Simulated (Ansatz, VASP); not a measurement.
**HC12: VASP beside Ansatz**

File INCAR:

```
ALGO = Normal
DIPOL = 0.5 0.5 0.294
EDIFF = 1E-6
ENCUT = 520
GGA = PE
IDIPOL = 3
ISIF = 2
ISMEAR = 0
LASPH = T
LCHARG = T
LDIPOL = T
LELF = T
LREAL = Auto
LVACPOTAV = T
LVHAR = T
LWAVE = F
NBANDS = 68
NELM = 80
PREC = Accurate
SIGMA = 0.05
```

The input KPOINTS:

```
k-points
0
Gamma
  5 5 1
```

Contents of POSCAR:

```
HC12
1.0
    5.0509324483      0.0000000000      0.0000000000
    0.0000000000      5.0509324483      0.0000000000
    0.0000000000      0.0000000000     22.3754933530
C H
24 2
Direct
    0.0000000000      0.2500000000      0.1787670080
    0.0000000000      0.7500000000      0.1787670080
    0.5000000000      0.2500000000      0.1787670080
    0.5000000000      0.7500000000      0.1787670080
    0.0000000000      0.0000000000      0.2186716990
    0.0000000000      0.5000000000      0.2186716990
    0.5000000000      0.0000000000      0.2186716990
    0.5000000000      0.5000000000      0.2186716990
    0.2500000000      0.0000000000      0.2585763899
    0.2500000000      0.5000000000      0.2585763899
    0.7500000000      0.0000000000      0.2585763899
    0.7500000000      0.5000000000      0.2585763899
    0.2500000000      0.2500000000      0.2976014419
    0.2500000000      0.7500000000      0.2976014419
    0.7500000000      0.2500000000      0.2976014419
    0.7500000000      0.7500000000      0.2976014419
    0.0000000000      0.2500000000      0.3394883053
    0.0000000000      0.7500000000      0.3394883053
    0.5000000000      0.2500000000      0.3394883053
    0.5000000000      0.7500000000      0.3394883053
    0.0000000000      0.0000000000      0.3743154719
    0.0000000000      0.5000000000      0.3743154719
    0.5000000000      0.0000000000      0.3743154719
    0.5000000000      0.5000000000      0.3743154719
    0.9090266986      0.3750000000      0.4905140271
    1.0909733014      0.3750000000      0.4905140271
```

Input for Ansatz:

```yaml
crystal:
  lattice:
    - [5.0509324483, 0.0, 0.0]
    - [0.0, 5.0509324483, 0.0]
    - [0.0, 0.0, 22.375493353]
  atoms:
    - { symbol: C, position: [0.0, 0.25, 0.178767008] }
    - { symbol: C, position: [0.0, 0.75, 0.178767008] }
    - { symbol: C, position: [0.5, 0.25, 0.178767008] }
    - { symbol: C, position: [0.5, 0.75, 0.178767008] }
    - { symbol: C, position: [0.0, 0.0, 0.218671699] }
    - { symbol: C, position: [0.0, 0.5, 0.218671699] }
    - { symbol: C, position: [0.5, 0.0, 0.218671699] }
    - { symbol: C, position: [0.5, 0.5, 0.218671699] }
    - { symbol: C, position: [0.25, 0.0, 0.2585763899] }
    - { symbol: C, position: [0.25, 0.5, 0.2585763899] }
    - { symbol: C, position: [0.75, 0.0, 0.2585763899] }
    - { symbol: C, position: [0.75, 0.5, 0.2585763899] }
    - { symbol: C, position: [0.25, 0.25, 0.2976014419] }
    - { symbol: C, position: [0.25, 0.75, 0.2976014419] }
    - { symbol: C, position: [0.75, 0.25, 0.2976014419] }
    - { symbol: C, position: [0.75, 0.75, 0.2976014419] }
    - { symbol: C, position: [0.0, 0.25, 0.3394883053] }
    - { symbol: C, position: [0.0, 0.75, 0.3394883053] }
    - { symbol: C, position: [0.5, 0.25, 0.3394883053] }
    - { symbol: C, position: [0.5, 0.75, 0.3394883053] }
    - { symbol: C, position: [0.0, 0.0, 0.3743154719] }
    - { symbol: C, position: [0.0, 0.5, 0.3743154719] }
    - { symbol: C, position: [0.5, 0.0, 0.3743154719] }
    - { symbol: C, position: [0.5, 0.5, 0.3743154719] }
    - { symbol: H, position: [0.9090266986, 0.375, 0.4905140271] }
    - { symbol: H, position: [1.0909733014, 0.375, 0.4905140271] }
basis:
  ecutwfc: 420
kpoints:
  mp_grid: { grid: [5, 5, 1] }
hamiltonian:
  xc: pbe
  pseudopotentials: { kind: paw, azcp: { folder: soft_1 } }
scf:
  occupations: { method: gaussian, width: 0.05 }
output:
  forces: true
  eigenvalues: true
efield:
  axis: 3
  dipole_correction: true
  ramp_width: 0.04
```

Alike in both runs: task single point; functional PBE; k mesh 5 × 5 × 1; occupations gaussian, width 0.05 eV; no spin polarisation.

|  | VASP | Ansatz |
| --- | --- | --- |
| version | VASP 6.6.1 | Ansatz 0.2.0 |
| potentials or method | VASP PAW PBE potentials, release 64 (C, H), cutoff 520 eV | scalar-relativistic, plane waves, PAW |
| valence electrons in the cell | 98 | 98 |

Ansatz gave:

```
gap on the k mesh at the Fermi level (eV)  : none
rms of the force components (eV/Å)         : 0.955
work function, face that differs most (eV) : 7.50
```

**Question.** What did VASP give for the same quantities?

**Answer.** gap on the k mesh at the Fermi level (eV): none; rms of the force components (eV/Å): 0.951; work function, face that differs most (eV): 7.50.

Atom by atom the forces differ by 0.013 eV/Å (rms over components). A gap of «none» marks a metal or a gap that the smearing closes. The functional is the same, so the differences come from potentials, cutoffs and numerics.
